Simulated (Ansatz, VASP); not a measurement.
# One calculation of BeTe2, two programs

```
CELL_PARAMETERS angstrom
-2.30032 5.00066 3.40112
2.30032 -5.00066 3.40112
2.30032 5.00066 -3.40112
ATOMIC_POSITIONS crystal
Be 0.75000 0.75000 0.00000
Be 0.25000 0.25000 0.00000
Te 0.38535 0.80588 0.19122
Te 0.88535 0.69412 0.57947
Te 0.11465 0.30588 0.42053
Te 0.61465 0.19412 0.80878
```

Alike in both runs: functional PBE; k mesh 10 × 10 × 10; occupations gaussian, width 0.01 eV; no spin polarisation.

Ansatz relaxed the structure, and its values are those at the end. VASP's run is a single point on that final structure, the one shown.

```csv
,VASP,Ansatz
version,VASP 6.6.1,Ansatz 0.2.0
potentials or method,"VASP PAW PBE potentials, release 64 (Be, Te), cutoff 520 eV","scalar-relativistic, plane waves, PAW"
valence electrons in the cell,28,68
```

```csv
,VASP,Ansatz,Ansatz less VASP
gap on the k mesh at the Fermi level (eV),0.22,0.23,+0.008
least direct gap on the mesh (eV),0.64,0.65,+0.005
pressure (GPa),0.1,0.0,-0.07
rms of the force components (eV/Å),0.012,0.000,-0.0118
```

VASP's potentials hold 28 valence electrons a cell and Ansatz's 68, so a difference there can come from the potentials and not from the codes.

Neither program's run includes spin-orbit coupling.
